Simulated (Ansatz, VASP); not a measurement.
**One calculation of TaAl3N4, two programs**

```xyz
8
Lattice="2.9598 0.0000 0.0000 0.0000 2.9598 0.0000 0.0000 0.0000 8.4895" Properties=species:S:1:pos:R:3 pbc="T T T"
Ta    1.4799    1.4799    0.0000
Al    0.0000    0.0000    2.2312
Al    1.4799    1.4799    4.2447
Al    0.0000    0.0000    6.2583
N     0.0000    0.0000    0.0000
N     1.4799    1.4799    2.2552
N     0.0000    0.0000    4.2447
N     1.4799    1.4799    6.2343
```

Alike in both runs: functional PBE; k mesh 12 × 12 × 6; occupations gaussian, width 0.1 eV; no spin polarisation.

Ansatz relaxed the structure, and its values are those at the end. VASP's run is a single point on that final structure, the one shown.

|  | VASP | Ansatz |
| --- | --- | --- |
| version | VASP 6.6.1 | Ansatz 0.2.0 |
| potentials or method | VASP PAW PBE potentials, release 64 (Ta_pv, Al, N), cutoff 520 eV | scalar-relativistic, plane waves, PAW |
| valence electrons in the cell | 40 | 42 |

|  | VASP | Ansatz | Ansatz less VASP |
| --- | --- | --- | --- |
| gap on the k mesh at the Fermi level (eV) | none | none | - |
| pressure (GPa) | 0.1 | 0.0 | -0.12 |
| rms of the force components (eV/Å) | 0.006 | 0.001 | -0.0051 |

A gap of «none» marks a metal or a gap that the smearing closes. VASP's potentials hold 40 valence electrons a cell and Ansatz's 42, so a difference there can come from the potentials and not from the codes.

Spin-orbit coupling is off throughout.
